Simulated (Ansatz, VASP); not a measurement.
# Al: VASP beside Ansatz

```
Al
1.0
     0.00000    2.00721    2.00721
     2.00721    0.00000    2.00721
     2.00721    2.00721    0.00000
Al
1
Direct
  0.00000 0.00000 0.00000
```

Alike in both runs: functional PBEsol; k mesh 24 × 24 × 24; occupations fermi-dirac, width 0.05 eV; no spin polarisation.

Ansatz relaxed the structure, and its values are those at the end. VASP's run is a single point on that final structure, the one shown.

|  | VASP | Ansatz |
| --- | --- | --- |
| version | VASP 6.6.1 | Ansatz 0.2.0 |
| potentials or method | VASP PAW PBE potentials, release 64 (Al) | PAW with Ansatz's default frozen-core files, scalar-relativistic |
| plane-wave cutoff (eV) | 520 | 420 |
| valence electrons in the cell | 3 | 3 |

```csv
,VASP,Ansatz,Ansatz less VASP
pressure (GPa),0.0,0.0,-0.06
```

VASP's potentials were made for PBE, not for PBEsol. With one functional, cell and mesh, what is left measures potentials, basis and numerics.
